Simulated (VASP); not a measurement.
# Si9O16 (a cell with a defect) in VASP: relaxation of the atoms with PBE

Aim: the relaxation of the atoms of Si9O16 (a cell with a defect) with PBE.

All numbers are computed with VASP 6.6.1; they aren't measurements. Logs are shortened: lines on timing, memory, paths and dates and some standing lists are left out, and cuts for length are marked.

## Step 1: The cell of the first run

The cell holds a defect, 25 atoms: a = 5.903 Å, b = 5.903 Å, c = 5.333 Å, α = 90.00°, β = 90.00°, γ = 90.00°.

## Step 2: Relaxation of the atoms, PBE

INCAR reads:

```
PREC = Accurate
ENCUT = 520
EDIFF = 1E-7
ISMEAR = -1
SIGMA = 0.05
LREAL = Auto
LASPH = True
NELM = 80
ALGO = Normal
ISIF = 2
LWAVE = False
LCHARG = False
GGA = PE
IBRION = 2
NSW = 45
EDIFFG = -0.08
```

KPOINTS reads:

```
regular mesh
0
Gamma
  2 2 2
```

POSCAR reads:

```
Si9O16
1.0
   -4.1738000000     -4.1738000000      0.0000000000
    4.1738000000     -4.1738000000      0.0000000000
    0.0000000000      0.0000000000      5.3326000000
Si O
9 16
Direct
    0.5000000000      0.5000000000      0.0000000000
    0.0000000000      0.5000000000      0.2500000000
    0.5000000000      0.5000000000      0.5000000000
    0.0000000000      0.5000000000      0.7500000000
    0.0000000000      0.0000000000      0.0000000000
    0.5000000000      0.0000000000      0.2500000000
    0.0000000000      0.0000000000      0.5000000000
    0.5000000000      0.0000000000      0.7500000000
    0.6557299000      0.7353350000      0.5068368000
    0.1933000000      0.5000000000      0.0000000000
    0.0000000000      0.1933000000      0.2500000000
    0.8067000000      0.5000000000      0.0000000000
    0.0000000000      0.8067000000      0.2500000000
    0.1933000000      0.5000000000      0.5000000000
    0.0000000000      0.1933000000      0.7500000000
    0.8067000000      0.5000000000      0.5000000000
    0.0000000000      0.8067000000      0.7500000000
    0.6933000000      0.0000000000      0.0000000000
    0.5000000000      0.6933000000      0.2500000000
    0.3067000000      0.0000000000      0.0000000000
    0.5000000000      0.3067000000      0.2500000000
    0.6933000000      0.0000000000      0.5000000000
    0.5000000000      0.6933000000      0.7500000000
    0.3067000000      0.0000000000      0.5000000000
    0.5000000000      0.3067000000      0.7500000000
```

Potentials or basis: VASP PAW PBE potentials, release 64 (Si, O).

On the command line:

```
> cat potpaw_PBE.64/Si/POTCAR potpaw_PBE.64/O/POTCAR > POTCAR
> mpirun -np 1 vasp_std > vasp.out
```

OUTCAR:

```text
PREC = Accurate
   ENCUT = 520
   EDIFF = 1E-7
   ISMEAR = -1
   LREAL = Auto
   LASPH = True
   NELM = 80
   ISIF = 2
   GGA = PE
   IBRION = 2
   NSW = 45
   EDIFFG = -0.08

 ion  position               nearest neighbor table
   1  0.500  0.500  0.000-  19 1.75  21 1.75  23 1.75  25 1.75  10 1.81  12 1.81   3 2.67   3 2.67
                             9 3.11
   2  0.000  0.500  0.250-  10 1.75  12 1.75  14 1.75  16 1.75  11 1.81  13 1.81   4 2.67   4 2.67
                             9 2.82
   3  0.500  0.500  0.500-   9 1.67  19 1.75  21 1.75  23 1.75  25 1.75  14 1.81  16 1.81   1 2.67
                             1 2.67
   4  0.000  0.500  0.750-  10 1.75  12 1.75  14 1.75  16 1.75  15 1.81  17 1.81   2 2.67   2 2.67
                             9 2.78
   5  0.000  0.000  0.000-  11 1.75  13 1.75  15 1.75  17 1.75  18 1.81  20 1.81   7 2.67   7 2.67

   6  0.500  0.000  0.250-  18 1.75  20 1.75  22 1.75  24 1.75  19 1.81  21 1.81   9 2.27   8 2.67
                             8 2.67
   7  0.000  0.000  0.500-  11 1.75  13 1.75  15 1.75  17 1.75  22 1.81  24 1.81   9 2.56   5 2.67
                             5 2.67
   8  0.500  0.000  0.750-  18 1.75  20 1.75  22 1.75  24 1.75  23 1.81  25 1.81   9 2.23   6 2.67
                             6 2.67
   9  0.656  0.735  0.507-  22 1.58  23 1.61  16 1.65   3 1.67  19 1.67   8 2.23   6 2.27  17 2.45
                            13 2.49   7 2.56   4 2.78   2 2.82   1 3.11
  10  0.193  0.500  0.000-   2 1.75   4 1.75   1 1.81
  11  0.000  0.193  0.250-   5 1.75   7 1.75   2 1.81
  12  0.807  0.500  0.000-   2 1.75   4 1.75   1 1.81
  13  0.000  0.807  0.250-   5 1.75   7 1.75   2 1.81   9 2.49
  14  0.193  0.500  0.500-   2 1.75   4 1.75   3 1.81
  15  0.000  0.193  0.750-   5 1.75   7 1.75   4 1.81
  16  0.807  0.500  0.500-   9 1.65   4 1.75   2 1.75   3 1.81
  17  0.000  0.807  0.750-   5 1.75   7 1.75   4 1.81   9 2.45
  18  0.693  0.000  0.000-   6 1.75   8 1.75   5 1.81
  19  0.500  0.693  0.250-   9 1.67   3 1.75   1 1.75   6 1.81
  20  0.307  0.000  0.000-   6 1.75   8 1.75   5 1.81
  21  0.500  0.307  0.250-   1 1.75   3 1.75   6 1.81
  22  0.693  0.000  0.500-   9 1.58   8 1.75   6 1.75   7 1.81
  23  0.500  0.693  0.750-   9 1.61   3 1.75   1 1.75   8 1.81
  24  0.307  0.000  0.500-   6 1.75   8 1.75   7 1.81
  25  0.500  0.307  0.750-   1 1.75   3 1.75   8 1.81

  LATTYP: Found a simple tetragonal cell.
 ALAT       =     5.9026445666
 C/A-ratio  =     0.9034255646

  Lattice vectors:

 A1 = (  -4.1738000000,  -4.1738000000,   0.0000000000)
 A2 = (   4.1738000000,  -4.1738000000,   0.0000000000)
 A3 = (   0.0000000000,   0.0000000000,   5.3326000000)

Analysis of symmetry for initial positions (statically):
=====================================================================
 Subroutine PRICEL returns:
 Original cell was already a primitive cell.

 Routine SETGRP: Setting up the symmetry group for a
 simple tetragonal supercell.

 Subroutine GETGRP returns: Found  1 space group operations
 (whereof  1 operations were pure point group operations)
 out of a pool of 16 trial point group operations.

The static configuration has the point symmetry C_1 .

Analysis of symmetry for dynamics (positions and initial velocities):
=====================================================================
 Subroutine PRICEL returns:
 Original cell was already a primitive cell.

 Routine SETGRP: Setting up the symmetry group for a
 simple tetragonal supercell.

 Subroutine GETGRP returns: Found  1 space group operations
 (whereof  1 operations were pure point group operations)
 out of a pool of 16 trial point group operations.

The dynamic configuration has the point symmetry C_1 .

 Subroutine INISYM returns: Found  1 space group operations
 (whereof  1 operations are pure point group operations),
 and found     1 'primitive' translations

----------------------------------------------------------------------------------------

                                     Primitive cell

  volume of cell :     185.7943

  direct lattice vectors                    reciprocal lattice vectors
    -4.173800000 -4.173800000  0.000000000    -0.119794911 -0.119794911  0.000000000
     4.173800000 -4.173800000  0.000000000     0.119794911 -0.119794911  0.000000000
     0.000000000  0.000000000  5.332600000     0.000000000  0.000000000  0.187525785

  length of vectors
     5.902644567  5.902644567  5.332600000     0.169415588  0.169415588  0.187525785

[... 80 lines left out ...]

 Following reciprocal coordinates:
            Coordinates               Weight
  0.000000  0.000000  0.000000      1.000000
  0.500000  0.000000  0.000000      1.000000
  0.000000  0.500000  0.000000      1.000000
  0.500000  0.500000  0.000000      1.000000
  0.000000  0.000000  0.500000      1.000000
  0.500000  0.000000  0.500000      1.000000
  0.000000  0.500000  0.500000      1.000000
  0.500000  0.500000  0.500000      1.000000
   k-points           NKPTS =      8   k-points in BZ     NKDIM =      8   number of bands    NBANDS=     79
   number of dos      NEDOS =    301   number of ions     NIONS =     25
   total plane-waves  NPLWV =  92160
   dimension x,y,z NGX =    48 NGY =   48 NGZ =   40
   dimension x,y,z NGXF=    96 NGYF=   96 NGZF=   80
   ions per type =               9  16
   NGX,Y,Z   is equivalent  to a cutoff of  13.52, 13.52, 12.47 a.u.
   NGXF,Y,Z  is equivalent  to a cutoff of  27.04, 27.04, 24.94 a.u.
 SYSTEM =  unknown system
   PREC   = accura    normal or accurate (medium, high low for compatibility)
   ISTART =      0    job   : 0-new  1-cont  2-samecut
   ICHARG =      2    charge: 1-file 2-atom 10-const
   ISPIN  =      1    spin polarized calculation?
   LNONCOLLINEAR =      F non collinear calculations
   LSORBIT =      F    spin-orbit coupling
   LASPH  =      T    aspherical Exc in radial PAW
   ENCUT  =  520.0 eV  38.22 Ry    6.18 a.u.  10.98 10.98  9.92*2*pi/ulx,y,z
   NELM   =     80;   NELMIN=  2; NELMDL= -5     # of ELM steps
   EDIFF  = 0.1E-06   stopping-criterion for ELM
   LREAL  =      T    real-space projection
   EDIFFG = -.8E-01   stopping-criterion for IOM
   NSW    =     45    number of steps for IOM
   IBRION =      2    ionic relax: 0-MD 1-quasi-New 2-CG
   NFREE  =      1    steps in history (QN), initial steepest desc. (CG)
   ISIF   =      2    stress and relaxation
   ISYM   =      2    0-nonsym 1-usesym 2-fastsym
   POTIM  = 0.5000    time-step for ionic-motion
   TEBEG  =    0.0;   TEEND  =   0.0 temperature during run
   PSTRESS=    0.0 pullay stress
   NELECT =     132.0000    total number of electrons
   NUPDOWN=      -1.0000    fix difference up-down
   EMIN   =  10.00;   EMAX   =-10.00  energy-range for DOS
   EFERMI =   0.00;   METHOD = LEGACY
   ISMEAR =    -1;   SIGMA  =   0.05  broadening in eV -4-tet -1-fermi 0-gaus
   EFERMI_NEDOS =   21; number of points for ismear=-14 and -15
   IALGO  =     38    algorithm
   IMIX   =      4    mixing-type and parameters
     AMIX     =   0.40;   BMIX     =  1.00
     AMIX_MAG =   1.60;   BMIX_MAG =  1.00
  volume/ion in A,a.u.               =       7.43        50.15
  Fermi-wavevector in a.u.,A,eV,Ry     =   1.460793  2.760499 29.033697  2.133917
  Thomas-Fermi vector in A             =   2.577201
   LORBIT       =      0    0 simple, 1 ext, 2 COOP (PROOUT), +10 PAW based schemes
   GGA     = PE    functional components
   LHFCALC =     F    Hartree Fock is set to
   AEXX    =    0.0000 exact exchange contribution
   IVDW    =     0    specifies the selected vdW correction
   LEPSILON=     F    determine dielectric tensor
   LRPA    =     F    only Hartree local field effects (RPA)
 conjugate gradient relaxation of ions
 non-spin polarized calculation
  energy-cutoff  :      520.00
  volume of cell :      185.79
 maximum number of plane-waves:      5016
 NGX is ok and might be reduce to    48
   NGX = 21   NGY = 21   NGZ = 19

--------------------------------------- Ionic step        1  -------------------------------------------

 number of electron     131.9999951 magnetization

 Free energy of the ion-electron system (eV)
  ---------------------------------------------------
  ext. energy  EPLUGINS =         0.00000000
  ---------------------------------------------------
  free energy    TOTEN  =      -160.23077244 eV

  energy without entropy =     -160.17667037  energy(sigma->0) =     -160.20372140

------------------------ aborting loop because EDIFF is reached ----------------------------------------

  FORCE on cell =-STRESS in cart. coord.  units (eV):
  Direction    XX          YY          ZZ          XY          YZ          ZX
  --------------------------------------------------------------------------------------
  -------------------------------------------------------------------------------------
  Total       72.5786127     87.8075631     81.1611654     -6.2272863      0.3111985      0.8404495
  in kB      625.8740880    757.1993513    699.8848355    -53.7003532      2.6835873      7.2475283
  external PRESSURE =     694.3194249 kB  Pullay stress =       0.0000000 kB
[... 158 lines left out ...]
  FREE ENERGIE OF THE ION-ELECTRON SYSTEM (eV)
  ---------------------------------------------------
  free  energy   TOTEN  =      -160.3592052288 eV

  energy  without entropy=     -160.3339727007  energy(sigma->0) =     -160.34658896

[... ionic steps 4 to 32 ...]

--------------------------------------- Ionic step       33  -------------------------------------------

 number of electron     131.9999967 magnetization

------------------------ aborting loop because EDIFF is reached ----------------------------------------
[... 113 lines left out ...]
--------------------------------------- Ionic step       35  -------------------------------------------

 number of electron     131.9999969 magnetization

 Free energy of the ion-electron system (eV)
  ---------------------------------------------------
  ext. energy  EPLUGINS =         0.00000000
  ---------------------------------------------------
  free energy    TOTEN  =      -175.77288285 eV

  energy without entropy =     -175.77288285  energy(sigma->0) =     -175.77288285

 E-fermi :  13.3626     XC(G=0): -12.5936

 val. band max:       12.1836119964   @ k =   0.5000   0.0000   0.5000
 cond. band min:      14.6426689899   @ k =   0.0000   0.5000   0.0000
 fundamental gap:      2.4590569935
 Fermi energy:        13.3626137399

 k-point     1 :       0.0000    0.0000    0.0000
  band No.  band energies     occupation
      1     -13.9869      2.00000
      2     -12.5047      2.00000
      3     -11.7134      2.00000
      4     -11.4753      2.00000
      5     -11.2333      2.00000
      6     -11.0702      2.00000
[... 637 lines left out ...]
     77      19.1515      0.00000
     78      19.3060      0.00000
 [bands above 78 left out]

------------------------ aborting loop because EDIFF is reached ----------------------------------------

  FORCE on cell =-STRESS in cart. coord.  units (eV):
  Direction    XX          YY          ZZ          XY          YZ          ZX
  --------------------------------------------------------------------------------------
  -------------------------------------------------------------------------------------
  Total       66.2381879     41.9153728     65.4639946      5.8701280      0.1307938      0.1049991
  in kB      571.1980968    361.4528409    564.5219219     50.6204363      1.1278868      0.9054484
  external PRESSURE =     499.0576199 kB  Pullay stress =       0.0000000 kB
[... 40 lines left out ...]
  FREE ENERGIE OF THE ION-ELECTRON SYSTEM (eV)
  ---------------------------------------------------
  free  energy   TOTEN  =      -175.7728828494 eV

  energy  without entropy=     -175.7728828494  energy(sigma->0) =     -175.77288285

 reached required accuracy - stopping structural energy minimisation
```

It took 2.1 h on 1 thread of Oxide Virtual Turin-like, shared host; peak memory 0.3 GiB.

What came out:

```
Free energy                  : -175.7729 eV
Energy gained by relaxing    : 621.7 meV/atom
Ionic steps                  : 35
Pressure after relaxing      : 49.9 GPa
Largest force after relaxing : 0.073 eV/Å
Band gap on the k mesh       : 2.46 eV
```

Forces in eV/Å, atoms in the order of the input:
```
Si   0.007 -0.033 -0.003
Si  -0.023 -0.002 -0.034
Si   0.021  0.059 -0.010
Si  -0.021  0.009  0.036
Si  -0.002  0.057  0.004
Si   0.009 -0.015  0.009
Si  -0.001  0.027 -0.001
Si   0.004 -0.009 -0.009
Si   0.028 -0.049 -0.001
O   -0.006  0.017  0.007
O   -0.010  0.026  0.011
O   -0.005  0.003  0.006
O   -0.001 -0.002  0.001
O    0.000 -0.041  0.004
O   -0.011  0.036 -0.015
O   -0.030  0.044  0.001
O    0.008  0.003  0.002
O   -0.004 -0.018  0.001
O   -0.009 -0.034  0.023
O   -0.027 -0.007 -0.004
O    0.005 -0.001  0.047
O    0.021  0.005 -0.006
O   -0.019 -0.042 -0.025
O    0.071 -0.015  0.002
O   -0.004 -0.018 -0.048
```

The path:
```tsv
step	energy change (eV)	largest force (eV/Å)	pressure (GPa)
1	0.0000	30.1709	69.43
2	7.9303	23.2480	86.02
3	-0.1284	15.7875	74.70
4	-3.5753	13.9363	68.77
5	-7.6680	11.1528	61.28
6	-9.0056	9.3678	58.68
7	-11.6230	5.8084	54.72
8	-11.9203	12.4547	52.64
9	-13.5571	2.9594	50.91
10	-14.2469	2.4168	50.34
11	-14.2600	2.3302	50.25
12	-14.7488	1.7369	49.96
13	-14.7489	1.7549	49.96
14	-15.0156	1.3207	49.54
15	-15.0157	1.3468	49.54
16	-15.1907	0.9476	48.75
17	-15.1908	0.9259	48.76
18	-15.3391	0.7601	48.77
19	-15.3404	0.8161	48.79
20	-15.4186	0.7303	49.29
21	-15.4191	0.6512	49.24
22	-15.4675	0.5086	49.36
23	-15.4677	0.5630	49.37
24	-15.5020	0.3546	49.64
25	-15.5026	0.3430	49.68
26	-15.5246	0.3084	49.73
27	-15.5248	0.3117	49.73
28	-15.5329	0.2165	49.78
29	-15.5329	0.2201	49.78
30	-15.5374	0.1330	49.90
31	-15.5375	0.1281	49.89
32	-15.5406	0.0985	49.87
33	-15.5409	0.1061	49.86
34	-15.5419	0.1220	49.93
35	-15.5421	0.0726	49.91
```

Final structure:
```
CELL_PARAMETERS angstrom
-4.17380 -4.17380 0.00000
4.17380 -4.17380 0.00000
0.00000 0.00000 5.33260
ATOMIC_POSITIONS crystal
Si 0.50915 0.52718 0.00028
Si 0.02412 0.48256 0.24412
Si 0.48346 0.38875 0.50050
Si 0.02455 0.48269 0.75587
Si 0.99528 0.99215 0.00021
Si 0.48286 0.02328 0.23628
Si 0.97930 0.97076 0.50030
Si 0.48243 0.02327 0.76455
Si 0.66238 0.69461 0.50086
O 0.20277 0.49989 0.00039
O 0.99616 0.18230 0.24984
O 0.81074 0.49614 0.99960
O 0.02242 0.78875 0.23744
O 0.21485 0.47473 0.49986
O 0.99672 0.18236 0.75060
O 0.86131 0.48610 0.49999
O 0.02348 0.78874 0.76292
O 0.69648 0.01871 0.00000
O 0.50326 0.73538 0.22397
O 0.29094 0.01202 0.00079
O 0.47956 0.31331 0.20634
O 0.64263 0.11582 0.50059
O 0.50171 0.73548 0.77701
O 0.29106 0.00731 0.50009
O 0.47812 0.31302 0.79447
```

Levels at points of the mesh, in eV from the valence-band top:
| k point | band 64 | band 65 | band 66 | band 67 | band 68 | band 69 |
| --- | --- | --- | --- | --- | --- | --- |
| (0.00, 0.00, 0.00) | -3.11 | -1.18 | -0.80 | 2.93 | 2.98 | 3.67 |
| (0.50, 0.00, 0.00) | -3.55 | -0.82 | -0.32 | 2.62 | 3.66 | 3.86 |
| (0.00, 0.50, 0.00) | -3.59 | -1.04 | -0.69 | 2.46 | 3.86 | 3.91 |
| (0.50, 0.50, 0.00) | -3.68 | -0.93 | -0.29 | 2.67 | 4.04 | 4.35 |
| (0.00, 0.00, 0.50) | -3.51 | -0.70 | -0.44 | 3.49 | 3.60 | 4.31 |
| (0.50, 0.00, 0.50) | -3.52 | -0.51 | 0.00 | 3.53 | 3.97 | 4.72 |
| (0.00, 0.50, 0.50) | -3.56 | -0.78 | -0.53 | 3.58 | 3.81 | 4.64 |
| (0.50, 0.50, 0.50) | -3.82 | -0.52 | -0.03 | 3.37 | 4.02 | 4.95 |

Caveat: the k points lie up to 0.59 Å⁻¹ apart; the relaxation stopped at a loose force limit of 0.08 eV/Å, so its end isn't a converged minimum.
